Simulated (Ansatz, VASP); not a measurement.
One calculation of SiSb2, two programs

```
CELL_PARAMETERS angstrom
5.70377 0.00000 0.00000
0.00000 7.17780 0.00000
0.00000 0.00000 3.81605
ATOMIC_POSITIONS crystal
Si 0.50000 0.50000 0.50000
Si 0.00000 0.00000 0.00000
Sb 0.30877 0.86633 0.50000
Sb 0.80877 0.63367 0.00000
Sb 0.69123 0.13367 0.50000
Sb 0.19123 0.36633 0.00000
```

Alike in both runs: functional PBE; k mesh 4 × 4 × 4; occupations gaussian, width 0.1 eV; no spin polarisation.

Ansatz relaxed the structure, and its values are those at the end. VASP's run is a single point on that final structure, the one shown.

|  | VASP | Ansatz |
| --- | --- | --- |
| version | VASP 6.6.1 | Ansatz 0.2.0 |
| potentials or method | VASP PAW PBE potentials, release 64 (Si, Sb), cutoff 520 eV | scalar-relativistic, plane waves, PAW |
| valence electrons in the cell | 28 | 68 |

```csv
,VASP,Ansatz,Ansatz less VASP
gap on the k mesh at the Fermi level (eV),none,none,-
pressure (GPa),0.1,0.0,-0.06
rms of the force components (eV/Å),0.006,0.002,-0.0038
```

A gap of «none» marks a metal or a gap that the smearing closes. The functional is the same, so the differences come from potentials, cutoffs and numerics. VASP's potentials hold 28 valence electrons a cell and Ansatz's 68, so a difference there can come from the potentials and not from the codes.

The k mesh is coarse, so the values compare programs but aren't converged. Neither program's run includes spin-orbit coupling.
